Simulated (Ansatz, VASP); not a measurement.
## Pd: VASP beside Ansatz

The input POSCAR:

```
Pd
1.0
    0.0000000000      1.9465000000      1.9465000000
    1.9465000000      0.0000000000      1.9465000000
    1.9465000000      1.9465000000      0.0000000000
Pd
1
Direct
    0.0000000000      0.0000000000      0.0000000000
```

The input INCAR.step1:

```
SYSTEM = Pd
ALGO = Normal ; EDIFF = 1E-5
ENCUT = 520 ; GGA = PE
ISIF = 2 ; ISMEAR = -1
LASPH = .True. ; LCHARG = .False.
LREAL = .False. ; LWAVE = .True.
NBANDS = 11 ; NELM = 100
PREC = Accurate ; SIGMA = 0.05
```

Contents of INCAR.step2:

```
SYSTEM = Pd
AEXX = 0.1 ; ALGO = Normal
EDIFF = 1E-6 ; ENCUT = 520
ISIF = 2 ; ISMEAR = -1
ISTART = 1 ; LASPH = .True.
LCHARG = .False. ; LHFCALC = .True.
LMIXTAU = .True. ; LREAL = .False.
LWAVE = .False. ; METAGGA = R2SCAN
NBANDS = 11 ; NELM = 100
PREC = Accurate ; PRECFOCK = Normal
SIGMA = 0.05
```

KPOINTS

```
k-points
0
Gamma
  6 6 6
  0 0 0
```

Contents of input.yaml:

```yaml
crystal:
  lattice:
    - [0.0, 1.9465, 1.9465]
    - [1.9465, 0.0, 1.9465]
    - [1.9465, 1.9465, 0.0]
  atoms:
    - { symbol: Pd, position: [0.0, 0.0, 0.0] }
hamiltonian:
  xc: r2scanh
  pseudopotentials: { kind: paw }
kpoints:
  mp_grid: { grid: [6, 6, 6] }
scf:
  occupations: { method: fermi_dirac, width: 0.05 }
output:
  forces: true
  stress: true
  eigenvalues: true
  write_density: true
  write_potential: true
  elf: true
  volumetric_format: npy
```

Alike in both runs: task single point; functional r2SCANh; k mesh 6 × 6 × 6; occupations fermi-dirac, width 0.05 eV; no spin polarisation.

|  | VASP | Ansatz |
| --- | --- | --- |
| version | VASP 6.6.1 | Ansatz 0.2.0 |
| potentials or method | VASP PAW PBE potentials, release 64 (Pd) | Ansatz PAW |
| plane-wave cutoff (eV) | 520 | 500 |
| valence electrons in the cell | 10 | 18 |

Ansatz gave:

```
gap on the k mesh at the Fermi level (eV) : none
pressure (GPa)                            : 0.1
```

Estimate VASP's values.

gap on the k mesh at the Fermi level (eV): none; pressure (GPa): 0.3.

VASP's potentials were made for PBE, not for r2SCANh. A gap of «none» marks a metal or a gap that the smearing closes. VASP's potentials hold 10 valence electrons a cell and Ansatz's 18, so a difference there can come from the potentials and not from the codes.

The k mesh is coarse, so the values compare programs but aren't converged.
